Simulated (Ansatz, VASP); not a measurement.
## Ga2Cu in VASP and in Ansatz

```
Ga Cu
1.0
     2.83000    0.00000    0.00000
     0.00000    2.83000    0.00000
     0.00000    0.00000    5.89739
Ga Cu
2 1
Direct
  0.50000 0.50000 0.29500
  0.50000 0.50000 0.70500
  0.00000 0.00000 0.00000
```

Change from the starting cell: zz strain of +1 %, crystal datasets.

Alike in both runs: task electric field gradients; functional PBEsol; k mesh 14 × 14 × 7; occupations fermi-dirac, width 0.08 eV; no spin polarisation.

```csv
,VASP,Ansatz
version,VASP 6.6.1,Ansatz 0.2.0
potentials or method,"VASP PAW PBE potentials, release 64 (Ga_d, Cu), cutoff 520 eV","all-electron PAW with datasets made for the crystal, scalar-relativistic"
```

|  | VASP | Ansatz | Ansatz less VASP |
| --- | --- | --- | --- |
| pressure (GPa) | -4.3 | -4.5 | -0.24 |
| traceless stress, the component that is largest in VASP (GPa) | 1.28 | 1.15 | -0.127 |
| rms of the force components (eV/Å) | 0.437 | 0.446 | +0.0088 |
| size of Vzz on the site where it differs most (V/Å²) | 52.4 | 54.5 | +2.10 |

VASP's potentials were made for PBE, not for PBEsol. Atom by atom the forces differ by 0.009 eV/Å (rms over components). Ansatz ran all-electron here, and VASP with PAW potentials.
